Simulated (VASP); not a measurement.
# Na3TeH (Pm-3m) in VASP: notebook

Na3TeH is run at these levels: PBE; tasks: single point, relaxation of cell and atoms.

Program: VASP 6.6.1. These are calculated values, not measurements. Logs are shortened: lines on timing, memory, paths and dates and some standing lists are left out, and cuts for length are marked.

## (1) The cell of the first run

It takes space group Pm-3m (No. 221, cubic). The conventional cell has a = 4.761 Å, b = 4.761 Å, c = 4.761 Å, α = 90.00°, β = 90.00°, γ = 90.00°. Within 3.1 Å of Na (site symmetry 4/mmm) lie 2 H at 2.38 Å. Te (site symmetry m-3m) has 12 Na at 3.37 Å and 8 H at 4.12 Å within 4.4 Å. H (site symmetry m-3m) has 6 Na at 2.38 Å within 3.1 Å.

## (2) Single point, PBE

INCAR

```
PREC     = Accurate       # precision mode
ENCUT    = 520            # plane-wave cutoff, eV
EDIFF    = 1E-6           # SCF threshold, eV
ISMEAR   = 0              # smearing method
SIGMA    = 0.02           # smearing width, eV
LREAL    = False          # projectors in reciprocal space
LASPH    = True           # aspherical terms in the spheres
NELM     = 60             # most SCF steps
ALGO     = Normal         # electronic algorithm
ISIF     = 2              # what is computed and relaxed
LWAVE    = False          # write WAVECAR
LCHARG   = False          # write CHGCAR
GGA      = PE             # functional
NBANDS   = 22             # bands
```

KPOINTS

```
Automatic mesh
0
Gamma
  6 6 6
```

POSCAR

```
Na3TeH
1.0
    4.7607848940      0.0000000000      0.0000000000
    0.0000000000      4.7607848940      0.0000000000
    0.0000000000      0.0000000000      4.7607848940
Na Te H
3 1 1
Direct
    0.5000000000      0.0000000000      0.5000000000
    0.0000000000      0.5000000000      0.5000000000
    0.5000000000      0.5000000000      0.0000000000
    0.0000000000      0.0000000000      0.0000000000
    0.5000000000      0.5000000000      0.5000000000
```

Potentials or basis: VASP PAW PBE potentials, release 64 (Na_pv, Te, H).

The run is started by

```bash
$ cat potpaw_PBE.64/Na_pv/POTCAR potpaw_PBE.64/Te/POTCAR potpaw_PBE.64/H/POTCAR > POTCAR
$ mpirun -np 1 vasp_std > vasp.out
```

OUTCAR:

```text
PREC = Accurate
   ENCUT = 520
   EDIFF = 1E-6
   ISMEAR = 0
   LREAL = False
   LASPH = True
   NELM = 60
   ISIF = 2
   GGA = PE

 ion  position               nearest neighbor table
   1  0.500  0.000  0.500-
   2  0.000  0.500  0.500-
   3  0.500  0.500  0.000-
   4  0.000  0.000  0.000-
   5  0.500  0.500  0.500-

  LATTYP: Found a simple cubic cell.
 ALAT       =     4.7607848940

  Lattice vectors:

 A1 = (   4.7607848940,   0.0000000000,   0.0000000000)
 A2 = (   0.0000000000,   4.7607848940,   0.0000000000)
 A3 = (   0.0000000000,   0.0000000000,   4.7607848940)

Analysis of symmetry for initial positions (statically):
=====================================================================
 Subroutine PRICEL returns:
 Original cell was already a primitive cell.

 Routine SETGRP: Setting up the symmetry group for a
 simple cubic supercell.

 Subroutine GETGRP returns: Found 48 space group operations
 (whereof 48 operations were pure point group operations)
 out of a pool of 48 trial point group operations.

The static configuration has the point symmetry O_h .

Analysis of symmetry for dynamics (positions and initial velocities):
=====================================================================
 Subroutine PRICEL returns:
 Original cell was already a primitive cell.

 Routine SETGRP: Setting up the symmetry group for a
 simple cubic supercell.

 Subroutine GETGRP returns: Found 48 space group operations
 (whereof 48 operations were pure point group operations)
 out of a pool of 48 trial point group operations.

The dynamic configuration has the point symmetry O_h .

 Subroutine INISYM returns: Found 48 space group operations
 (whereof 48 operations are pure point group operations),
 and found     1 'primitive' translations

----------------------------------------------------------------------------------------

                                     Primitive cell

  volume of cell :     107.9035

  direct lattice vectors                    reciprocal lattice vectors
     4.760784894  0.000000000  0.000000000     0.210049398  0.000000000  0.000000000
     0.000000000  4.760784894  0.000000000     0.000000000  0.210049398  0.000000000
     0.000000000  0.000000000  4.760784894     0.000000000  0.000000000  0.210049398

  length of vectors
     4.760784894  4.760784894  4.760784894     0.210049398  0.210049398  0.210049398

[... 80 lines left out ...]
   NELM   =     60;   NELMIN=  2; NELMDL= -5     # of ELM steps
   EDIFF  = 0.1E-05   stopping-criterion for ELM
   LREAL  =      F    real-space projection
   EDIFFG = 0.1E-04   stopping-criterion for IOM
   NSW    =      0    number of steps for IOM
   IBRION =     -1    ionic relax: 0-MD 1-quasi-New 2-CG
   NFREE  =      0    steps in history (QN), initial steepest desc. (CG)
   ISIF   =      2    stress and relaxation
   ISYM   =      2    0-nonsym 1-usesym 2-fastsym
   POTIM  = 0.5000    time-step for ionic-motion
   TEBEG  =    0.0;   TEEND  =   0.0 temperature during run
   PSTRESS=    0.0 pullay stress
   NELECT =      28.0000    total number of electrons
   NUPDOWN=      -1.0000    fix difference up-down
   EMIN   =  10.00;   EMAX   =-10.00  energy-range for DOS
   EFERMI =   0.00;   METHOD = LEGACY
   ISMEAR =     0;   SIGMA  =   0.02  broadening in eV -4-tet -1-fermi 0-gaus
   EFERMI_NEDOS =   21; number of points for ismear=-14 and -15
   IALGO  =     38    algorithm
   IMIX   =      4    mixing-type and parameters
     AMIX     =   0.40;   BMIX     =  1.00
     AMIX_MAG =   1.60;   BMIX_MAG =  1.00
  volume/ion in A,a.u.               =      21.58       145.63
  Fermi-wavevector in a.u.,A,eV,Ry     =   1.044197  1.973245 14.835066  1.090347
  Thomas-Fermi vector in A             =   2.178939
   LORBIT       =      0    0 simple, 1 ext, 2 COOP (PROOUT), +10 PAW based schemes
   GGA     = PE    functional components
   LHFCALC =     F    Hartree Fock is set to
   AEXX    =    0.0000 exact exchange contribution
   IVDW    =     0    specifies the selected vdW correction
   LEPSILON=     F    determine dielectric tensor
   LRPA    =     F    only Hartree local field effects (RPA)
 non-spin polarized calculation
 Gauss-broadening in eV      SIGMA  =   0.02
  energy-cutoff  :      520.00
  volume of cell :      107.90
 maximum number of plane-waves:      2945
 NGX is ok and might be reduce to    36
   NGX = 17   NGY = 17   NGZ = 17

 number of electron      27.9999990 magnetization

 Free energy of the ion-electron system (eV)
  ---------------------------------------------------
  ext. energy  EPLUGINS =         0.00000000
  ---------------------------------------------------
  free energy    TOTEN  =       -13.66771884 eV

  energy without entropy =      -13.66771884  energy(sigma->0) =      -13.66771884

 E-fermi :   1.7017     XC(G=0):  -8.1633

 val. band max:        1.5174792576   @ k =   0.5000   0.5000   0.0000
 cond. band min:       4.1423801627   @ k =   0.5000   0.0000   0.0000
 fundamental gap:      2.6249009051
 Fermi energy:         1.7016962633

 k-point     1 :       0.0000    0.0000    0.0000
  band No.  band energies     occupation
      1     -21.7582      2.00000
      2     -21.7582      2.00000
      3     -21.7582      2.00000
      4     -21.7224      2.00000
      5     -21.7224      2.00000
      6     -21.7224      2.00000
[... 489 lines left out ...]
     21      11.3218      0.00000
     22      12.7287      0.00000

------------------------ aborting loop because EDIFF is reached ----------------------------------------

  FORCE on cell =-STRESS in cart. coord.  units (eV):
  Direction    XX          YY          ZZ          XY          YZ          ZX
  --------------------------------------------------------------------------------------
  -------------------------------------------------------------------------------------
  Total       -0.0033819     -0.0033819     -0.0033819      0.0000000     -0.0000000      0.0000000
  in kB       -0.0502154     -0.0502154     -0.0502154      0.0000000     -0.0000000      0.0000000
  external PRESSURE =      -0.0502154 kB  Pullay stress =       0.0000000 kB

 VOLUME and BASIS-vectors are now :
 -----------------------------------------------------------------------------
  energy-cutoff  :      520.00
  volume of cell :      107.90
      direct lattice vectors                 reciprocal lattice vectors
     4.760784894  0.000000000  0.000000000     0.210049398  0.000000000  0.000000000
     0.000000000  4.760784894  0.000000000     0.000000000  0.210049398  0.000000000
     0.000000000  0.000000000  4.760784894     0.000000000  0.000000000  0.210049398

 POSITION                                       TOTAL-FORCE (eV/Angst)
 -----------------------------------------------------------------------------------
      2.38039      0.00000      2.38039         0.000000      0.000000      0.000000
      0.00000      2.38039      2.38039         0.000000      0.000000      0.000000
      2.38039      2.38039      0.00000         0.000000      0.000000      0.000000
      0.00000      0.00000      0.00000         0.000000      0.000000      0.000000
      2.38039      2.38039      2.38039         0.000000      0.000000      0.000000
 -----------------------------------------------------------------------------------
    total drift:                                0.000000      0.000000      0.000000

  FREE ENERGIE OF THE ION-ELECTRON SYSTEM (eV)
  ---------------------------------------------------
  free  energy   TOTEN  =       -13.6677188366 eV

  energy  without entropy=      -13.6677188366  energy(sigma->0) =      -13.66771884
```

OSZICAR:

```text
N       E                     dE             d eps       ncg     rms          rms(c)
DAV:   1     0.227908651129E+03    0.22791E+03   -0.14075E+04   880   0.131E+03
DAV:   2     0.186225783241E+01   -0.22605E+03   -0.21911E+03   892   0.361E+02
DAV:   3    -0.139667655160E+02   -0.15829E+02   -0.15694E+02  1084   0.104E+02
DAV:   4    -0.143976721099E+02   -0.43091E+00   -0.43067E+00   990   0.164E+01
DAV:   5    -0.144103468974E+02   -0.12675E-01   -0.12674E-01  1210   0.291E+00    0.423E+00
DAV:   6    -0.138140198236E+02    0.59633E+00   -0.47944E-01  1116   0.358E+00    0.224E+00
DAV:   7    -0.136615332859E+02    0.15249E+00   -0.57775E-01  1092   0.295E+00    0.893E-01
DAV:   8    -0.136675011024E+02   -0.59678E-02   -0.27547E-02   922   0.116E+00    0.204E-01
DAV:   9    -0.136676560887E+02   -0.15499E-03   -0.26742E-03  1080   0.353E-01    0.874E-02
DAV:  10    -0.136677001531E+02   -0.44064E-04   -0.48420E-04  1046   0.139E-01    0.371E-02
DAV:  11    -0.136677185440E+02   -0.18391E-04   -0.37521E-05   996   0.318E-02    0.621E-03
DAV:  12    -0.136677188366E+02   -0.29258E-06   -0.43663E-06   900   0.145E-02
   1 F= -.13667719E+02 E0= -.13667719E+02  d E =-.223708E-40
```

stdout:

```text
POSCAR found type information on POSCAR NaTeH
 POSCAR found :  3 types and       5 ions
 scaLAPACK will be used
 LDA part: xc-table for (Slater+PW92), standard interpolation
 POSCAR, INCAR and KPOINTS ok, starting setup
 FFT: planning ... GRIDC
 FFT: planning ... GRID_SOFT
 FFT: planning ... GRID
 WAVECAR not read
 entering main loop
```

It took 22 s on 1 thread of Intel Xeon Platinum 8488C (Sapphire Rapids), shared host; peak memory 0.22 GiB.

Results:

- Free energy: -13.6677 eV
- Pressure: 0.0 GPa
- Band gap on the k mesh: 2.62 eV (least direct gap 2.81 eV)

Caveat: spin-orbit coupling is left out, which moves the levels of the heavy elements.

## (3) Relaxation of cell and atoms, PBE

This run uses another cell than the first one, of 21.67 Å³/atom.

INCAR

```
SYSTEM = Na3TeH
PREC = Accurate
ENCUT = 600
EDIFF = 1E-7
ISMEAR = 0
SIGMA = 0.02
LREAL = .False.
LASPH = .True.
NELM = 80
ALGO = Normal
ISIF = 3
LWAVE = .False.
LCHARG = .False.
GGA = PE
IBRION = 2
NSW = 100
EDIFFG = -0.005
```

KPOINTS

```
regular mesh
0
Gamma
  6 6 6
  0 0 0
```

POSCAR, as its differences from that of step 2:

```diff
@@ -2,5 +2,5 @@
 1.0
-    4.7607848940      0.0000000000      0.0000000000
-    0.0000000000      4.7607848940      0.0000000000
-    0.0000000000      0.0000000000      4.7607848940
+    4.7671700000      0.0000000000      0.0000000000
+    0.0000000000      4.7671700000      0.0000000000
+    0.0000000000      0.0000000000      4.7671700000
 Na Te H
```

Potentials or basis: VASP PAW PBE potentials, release 64 (Na_pv, Te, H).

The run is started by

```bash
$ cat potpaw_PBE.64/Na_pv/POTCAR potpaw_PBE.64/Te/POTCAR potpaw_PBE.64/H/POTCAR > POTCAR
$ mpirun -np 1 vasp_std > vasp.out
```

OUTCAR:

```text
SYSTEM = Na3TeH
   PREC = Accurate
   ENCUT = 600
   EDIFF = 1E-7
   ISMEAR = 0
   LREAL = .False.
   LASPH = .True.
   NELM = 80
   ISIF = 3
   GGA = PE
   IBRION = 2
   NSW = 100
   EDIFFG = -0.005

 ion  position               nearest neighbor table
   1  0.500  0.000  0.500-
   2  0.000  0.500  0.500-
   3  0.500  0.500  0.000-
   4  0.000  0.000  0.000-
   5  0.500  0.500  0.500-

  LATTYP: Found a simple cubic cell.
 ALAT       =     4.7671700000

  Lattice vectors:

 A1 = (   4.7671700000,   0.0000000000,   0.0000000000)
 A2 = (   0.0000000000,   4.7671700000,   0.0000000000)
 A3 = (   0.0000000000,   0.0000000000,   4.7671700000)

Analysis of symmetry for initial positions (statically):
=====================================================================
 Subroutine PRICEL returns:
 Original cell was already a primitive cell.

 Routine SETGRP: Setting up the symmetry group for a
 simple cubic supercell.

 Subroutine GETGRP returns: Found 48 space group operations
[... 151 lines left out ...]
 Gauss-broadening in eV      SIGMA  =   0.02
  energy-cutoff  :      600.00
  volume of cell :      108.34
 maximum number of plane-waves:      3695
 NGX is ok and might be reduce to    40
   NGX = 19   NGY = 19   NGZ = 19

--------------------------------------- Ionic step        1  -------------------------------------------

 number of electron      27.9999987 magnetization

 Free energy of the ion-electron system (eV)
  ---------------------------------------------------
  ext. energy  EPLUGINS =         0.00000000
  ---------------------------------------------------
  free energy    TOTEN  =       -13.66793869 eV

  energy without entropy =      -13.66793869  energy(sigma->0) =      -13.66793869

------------------------ aborting loop because EDIFF is reached ----------------------------------------

  FORCE on cell =-STRESS in cart. coord.  units (eV):
  Direction    XX          YY          ZZ          XY          YZ          ZX
  --------------------------------------------------------------------------------------
  -------------------------------------------------------------------------------------
  Total       -0.0665372     -0.0665372     -0.0665372      0.0000000      0.0000000      0.0000000
  in kB       -0.9839953     -0.9839953     -0.9839953      0.0000000      0.0000000      0.0000000
  external PRESSURE =      -0.9839953 kB  Pullay stress =       0.0000000 kB
[... 65 lines left out ...]
--------------------------------------- Ionic step        3  -------------------------------------------

 number of electron      27.9999986 magnetization

 Free energy of the ion-electron system (eV)
  ---------------------------------------------------
  ext. energy  EPLUGINS =         0.00000000
  ---------------------------------------------------
  free energy    TOTEN  =       -13.66805941 eV

  energy without entropy =      -13.66805941  energy(sigma->0) =      -13.66805941

 E-fermi :   1.6453     XC(G=0):  -8.1582

 val. band max:        1.5102696391   @ k =   0.5000   0.5000   0.0000
 cond. band min:       4.1314602908   @ k =   0.5000   0.0000   0.0000
 fundamental gap:      2.6211906518
 Fermi energy:         1.6452710965

 k-point     1 :       0.0000    0.0000    0.0000
  band No.  band energies     occupation
      1     -21.7670      2.00000
      2     -21.7670      2.00000
      3     -21.7670      2.00000
      4     -21.7313      2.00000
      5     -21.7313      2.00000
      6     -21.7313      2.00000
[... 441 lines left out ...]
  FREE ENERGIE OF THE ION-ELECTRON SYSTEM (eV)
  ---------------------------------------------------
  free  energy   TOTEN  =       -13.6680594079 eV

  energy  without entropy=      -13.6680594079  energy(sigma->0) =      -13.66805941

 reached required accuracy - stopping structural energy minimisation
```

OSZICAR:

```text
N       E                     dE             d eps       ncg     rms          rms(c)
DAV:   1     0.222384237155E+03    0.22238E+03   -0.15428E+04   720   0.175E+03
DAV:   2     0.214712649603E+01   -0.22024E+03   -0.21725E+03   720   0.414E+02
DAV:   3    -0.139788352547E+02   -0.16126E+02   -0.16006E+02   866   0.124E+02
[... 21 lines left out ...]
DAV:   2    -0.136680792032E+02    0.63719E-04   -0.87681E-05   860   0.134E-01    0.309E-02
DAV:   3    -0.136680601490E+02    0.19054E-04   -0.43971E-05   870   0.869E-02    0.627E-03
DAV:   4    -0.136680596616E+02    0.48731E-06   -0.11536E-06   730   0.127E-02    0.546E-03
DAV:   5    -0.136680593942E+02    0.26745E-06   -0.49260E-07   604   0.803E-03    0.770E-04
DAV:   6    -0.136680594079E+02   -0.13700E-07   -0.69420E-08   436   0.274E-03
   3 F= -.13668059E+02 E0= -.13668059E+02  d E =-.120721E-03
```

CONTCAR:

```text
Na3TeH
   1.00000000000000
     4.7628715652439206    0.0000000000000000    0.0000000000000000
     0.0000000000000000    4.7628715652439206    0.0000000000000000
    -0.0000000000000000    0.0000000000000000    4.7628715652439206
  Na              Te              H
     3     1     1
Direct
     0.5000000000000000    0.0000000000000000    0.5000000000000000
     0.0000000000000000    0.5000000000000000    0.5000000000000000
     0.5000000000000000    0.5000000000000000    0.0000000000000000
     0.0000000000000000    0.0000000000000000    0.0000000000000000
     0.5000000000000000    0.5000000000000000    0.5000000000000000

  0.00000000E+00  0.00000000E+00  0.00000000E+00
  0.00000000E+00  0.00000000E+00  0.00000000E+00
  0.00000000E+00  0.00000000E+00  0.00000000E+00
  0.00000000E+00  0.00000000E+00  0.00000000E+00
  0.00000000E+00  0.00000000E+00  0.00000000E+00
```

It took 57 s on 1 thread of Intel Xeon Platinum 8488C (Sapphire Rapids), shared host; peak memory 0.27 GiB.

Results:

- Free energy: -13.6681 eV
- Relaxed volume: 21.61 Å³/atom
- Relaxed cell: a = 4.763 Å, b = 4.763 Å, c = 4.763 Å, α = 90.00°, β = 90.00°, γ = 90.00°
- Space group after relaxing (to 0.1 Å): Pm-3m (No. 221)
- Energy gained by relaxing: 0.0 meV/atom
- Ionic steps: 3
- Pressure after relaxing: 0.0 GPa
- Band gap on the k mesh: 2.62 eV (least direct gap 2.81 eV)

The path:
| step | energy change (eV) | largest force (eV/Å) | pressure (GPa) | volume (Å³) |
| --- | --- | --- | --- | --- |
| 1 | 0.0000 | 0.0000 | -0.10 | 108.34 |
| 2 | -0.0001 | 0.0000 | -0.04 | 108.13 |
| 3 | -0.0001 | 0.0000 | -0.03 | 108.05 |

Final structure:
```
Na Te H
1.0
     4.76287    0.00000    0.00000
     0.00000    4.76287    0.00000
     0.00000    0.00000    4.76287
Na Te H
3 1 1
Direct
  0.50000 0.00000 0.50000
  0.00000 0.50000 0.50000
  0.50000 0.50000 0.00000
  0.00000 0.00000 0.00000
  0.50000 0.50000 0.50000
```

Levels at points of the mesh, in eV from the valence-band top:
| k point | band 10 | band 11 | band 12 | band 13 | band 14 | band 15 | band 16 | band 17 | band 18 |
| --- | --- | --- | --- | --- | --- | --- | --- | --- | --- |
| (0.00, 0.00, 0.00) | -9.40 | -2.55 | -0.41 | -0.41 | -0.41 | 4.13 | 4.13 | 4.20 | 6.75 |
| (0.50, 0.00, 0.00) | -9.20 | -3.25 | -0.61 | -0.18 | -0.18 | 2.62 | 4.79 | 4.95 | 4.95 |
| (0.50, 0.50, 0.00) | -9.05 | -2.23 | -1.83 | -1.83 | 0.00 | 4.48 | 4.94 | 5.74 | 5.74 |
| (0.50, 0.50, 0.50) | -8.93 | -1.88 | -1.38 | -1.38 | -1.38 | 2.80 | 2.80 | 2.80 | 9.04 |

Caveat: spin-orbit coupling is left out, which moves the levels of the heavy elements.
